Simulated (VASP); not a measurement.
# ZnS (F-43m) in VASP: a series of runs, part 2 of 2

VASP 6.6.1.

**3. Single point, HF**

The input, POSCAR:

```
ZnS
1.0
    0.0000000000      2.6940857896      2.6940857896
    2.6940857896      0.0000000000      2.6940857896
    2.6940857896      2.6940857896      0.0000000000
Zn S
1 1
Direct
    0.0000000000      0.0000000000      0.0000000000
    0.2500000000      0.2500000000      0.2500000000
```

The input, INCAR.step1:

```
SYSTEM = ZnS
  PREC = Accurate
  ENCUT = 520
  EDIFF = 1E-5
  ISMEAR = 0
  SIGMA = 0.01
  LREAL = .False.
  LASPH = .True.
  NELM = 100
  ALGO = Normal
  ISIF = 2
  LWAVE = .True.
  NBANDS = 16
  GGA = PE
```

The input, INCAR.step2:

```
SYSTEM = ZnS
  PREC = Accurate
  ENCUT = 520
  EDIFF = 1E-6
  ISMEAR = 0
  SIGMA = 0.01
  LREAL = .False.
  LASPH = .True.
  NELM = 100
  ALGO = Normal
  ISIF = 2
  LWAVE = .False.
  LCHARG = .True.
  GGA = PE
  LHFCALC = .True.
  AEXX = 1.0
  ALDAC = 0.0
  AGGAC = 0.0
  PRECFOCK = Normal
  LELF = .True.
  LVHAR = .True.
  NBANDS = 16
  ISTART = 1
```

The input, KPOINTS:

```
Automatic mesh
0
Gamma
  6 6 6
  0 0 0
```

Potentials or basis: VASP PAW PBE potentials, release 64 (Zn, S).

The run is started by

```bash
$ cat potpaw_PBE.64/Zn/POTCAR potpaw_PBE.64/S/POTCAR > POTCAR
$ cp INCAR.step1 INCAR
$ mpirun -np 1 vasp_std > vasp.out
$ cp INCAR.step2 INCAR
$ mpirun -np 1 vasp_std > vasp.out
```

OUTCAR:

```text
SYSTEM = ZnS
   PREC = Accurate
   ENCUT = 520
   EDIFF = 1E-6
   ISMEAR = 0
   LREAL = .False.
   LASPH = .True.
   NELM = 100
   ISIF = 2
   GGA = PE
   LHFCALC = .True.
   AEXX = 1.0
   PRECFOCK = Normal
   ISTART = 1

 ion  position               nearest neighbor table
   1  0.000  0.000  0.000-   2 2.33   2 2.33   2 2.33   2 2.33
   2  0.250  0.250  0.250-   1 2.33   1 2.33   1 2.33   1 2.33

  LATTYP: Found a face centered cubic cell.
 ALAT       =     5.3881715792

  Lattice vectors:

 A1 = (   0.0000000000,   2.6940857896,   2.6940857896)
 A2 = (   2.6940857896,   0.0000000000,   2.6940857896)
 A3 = (   2.6940857896,   2.6940857896,   0.0000000000)

Analysis of symmetry for initial positions (statically):
=====================================================================
 Subroutine PRICEL returns:
 Original cell was already a primitive cell.

 Routine SETGRP: Setting up the symmetry group for a
 face centered cubic supercell.

 Subroutine GETGRP returns: Found 24 space group operations
 (whereof 24 operations were pure point group operations)
 out of a pool of 48 trial point group operations.

The static configuration has the point symmetry T_d .

Analysis of symmetry for dynamics (positions and initial velocities):
=====================================================================
 Subroutine PRICEL returns:
 Original cell was already a primitive cell.

 Routine SETGRP: Setting up the symmetry group for a
 face centered cubic supercell.

 Subroutine GETGRP returns: Found 24 space group operations
 (whereof 24 operations were pure point group operations)
 out of a pool of 48 trial point group operations.

The dynamic configuration has the point symmetry T_d .

 Subroutine INISYM returns: Found 24 space group operations
 (whereof 24 operations are pure point group operations),
 and found     1 'primitive' translations

----------------------------------------------------------------------------------------

                                     Primitive cell
[... 110 lines left out ...]
   ENCUT4O =  -1.0   cutoff for four orbital integrals eV
   NKREDX  =     1    reduce k-point grid by
   NKREDY  =     1    reduce k-point grid by
   NKREDZ  =     1    reduce k-point grid by
   AEXX    =    1.0000 exact exchange contribution
   HFSCREEN=    0.0000 screening length (either q_TF or 0.3 A-1)
   HFSCREENC=   0.0000 screening length for correlation (either q_TF or 0.3 A-1)
   ENCUTFOCK=  -1.0 apply spherical cutoff to Coloumb kernel
   IVDW    =     0    specifies the selected vdW correction
   LEPSILON=     F    determine dielectric tensor
   LRPA    =     F    only Hartree local field effects (RPA)
 non-spin polarized calculation
 Gauss-broadening in eV      SIGMA  =   0.01
  energy-cutoff  :      520.00
  volume of cell :       39.11
 maximum number of plane-waves:      1067
  NGX = 24; NGY = 24; NGZ = 24

 number of electron      18.0000006 magnetization

 Free energy of the ion-electron system (eV)
  ---------------------------------------------------
  ext. energy  EPLUGINS =         0.00000000
  ---------------------------------------------------
  free energy    TOTEN  =       -13.64486796 eV

  energy without entropy =      -13.64486796  energy(sigma->0) =      -13.64486796

 E-fermi :  -0.9301     XC(G=0):   0.0000

 val. band max:       -1.0250614712   @ k =   0.0000   0.0000   0.0000
 cond. band min:       9.2639449402   @ k =   0.0000   0.0000   0.0000
 fundamental gap:     10.2890064114
 Fermi energy:        -0.9300562100

 k-point     1 :       0.0000    0.0000    0.0000
  band No.  band energies     occupation
      1     -18.9732      2.00000
      2     -13.8428      2.00000
      3     -13.8428      2.00000
      4     -13.8428      2.00000
      5     -13.4545      2.00000
      6     -13.4545      2.00000
[... 281 lines left out ...]
      3     -13.6493      2.00000
      4     -13.5378      2.00000
      5     -13.4345      2.00000
      6     -12.8154      2.00000
[... 8 lines left out ...]
     15      22.9390      0.00000
     16      23.3071      0.00000

------------------------ aborting loop because EDIFF is reached ----------------------------------------

  FORCE on cell =-STRESS in cart. coord.  units (eV):
  Direction    XX          YY          ZZ          XY          YZ          ZX
  --------------------------------------------------------------------------------------
  -------------------------------------------------------------------------------------
  Total        2.1851246      2.1851246      2.1851246      0.0000000      0.0000000      0.0000000
  in kB       89.5205065     89.5205065     89.5205065      0.0000000      0.0000000      0.0000000
  external PRESSURE =      89.5205065 kB  Pullay stress =       0.0000000 kB

 VOLUME and BASIS-vectors are now :
 -----------------------------------------------------------------------------
  energy-cutoff  :      520.00
  volume of cell :       39.11
      direct lattice vectors                 reciprocal lattice vectors
     0.000000000  2.694085790  2.694085790    -0.185591714  0.185591714  0.185591714
     2.694085790  0.000000000  2.694085790     0.185591714 -0.185591714  0.185591714
     2.694085790  2.694085790  0.000000000     0.185591714  0.185591714 -0.185591714

 POSITION                                       TOTAL-FORCE (eV/Angst)
 -----------------------------------------------------------------------------------
      0.00000      0.00000      0.00000        -0.000000     -0.000000     -0.000000
      1.34704      1.34704      1.34704         0.000000      0.000000      0.000000
 -----------------------------------------------------------------------------------
    total drift:                                0.000069      0.000036      0.000034

  FREE ENERGIE OF THE ION-ELECTRON SYSTEM (eV)
  ---------------------------------------------------
  free  energy   TOTEN  =       -13.6448679585 eV

  energy  without entropy=      -13.6448679585  energy(sigma->0) =      -13.64486796
```

OUTCAR.step1:

```text
SYSTEM = ZnS
   PREC = Accurate
   ENCUT = 520
   EDIFF = 1E-5
   ISMEAR = 0
   LREAL = .False.
   LASPH = .True.
[... 514 lines left out ...]
      0.00000      0.00000      0.00000        -0.000000      0.000000     -0.000000
      1.34704      1.34704      1.34704         0.000000     -0.000000      0.000000
 -----------------------------------------------------------------------------------
    total drift:                                0.000001      0.000001      0.000001

  FREE ENERGIE OF THE ION-ELECTRON SYSTEM (eV)
  ---------------------------------------------------
  free  energy   TOTEN  =        -6.8395828802 eV

  energy  without entropy=       -6.8395828802  energy(sigma->0) =       -6.83958288
```

OSZICAR.step1:

```text
N       E                     dE             d eps       ncg     rms          rms(c)
DAV:   1     0.892290294499E+02    0.89229E+02   -0.87898E+03   512   0.135E+03
DAV:   2    -0.148246880266E+01   -0.90711E+02   -0.84887E+02   584   0.258E+02
DAV:   3    -0.720714403297E+01   -0.57247E+01   -0.57051E+01   640   0.631E+01
DAV:   4    -0.726783199400E+01   -0.60688E-01   -0.60670E-01   640   0.701E+00
DAV:   5    -0.726852553169E+01   -0.69354E-03   -0.69352E-03   608   0.688E-01    0.698E+00
DAV:   6    -0.686066688707E+01    0.40786E+00   -0.73540E-01   760   0.300E+01    0.545E+00
DAV:   7    -0.683987679608E+01    0.20790E-01   -0.25447E-01   584   0.454E+00    0.275E+00
DAV:   8    -0.683918273761E+01    0.69406E-03   -0.51592E-03   664   0.892E-01    0.726E-01
DAV:   9    -0.683942011610E+01   -0.23738E-03   -0.13047E-03   600   0.287E-01    0.988E-02
DAV:  10    -0.683959299525E+01   -0.17288E-03   -0.24359E-04   592   0.126E-01    0.480E-02
DAV:  11    -0.683958257970E+01    0.10416E-04   -0.32776E-05   616   0.619E-02    0.836E-03
DAV:  12    -0.683958288018E+01   -0.30047E-06   -0.28633E-06   360   0.175E-02
   1 F= -.68395829E+01 E0= -.68395829E+01  d E =-.147512E-12
```

Run time: 88 min. Hardware: 1 thread of AMD EPYC 7R43 (Zen 3), shared host; peak memory 0.14 GiB.

Results:

- Free energy: -13.6449 eV
- Pressure: 9.0 GPa
- Band gap on the k mesh: 10.29 eV

Caveat: the cell stands under pressure; the PAW data sets were made with another functional, which shifts forces and pressure a little. A k mesh can miss the band edges.
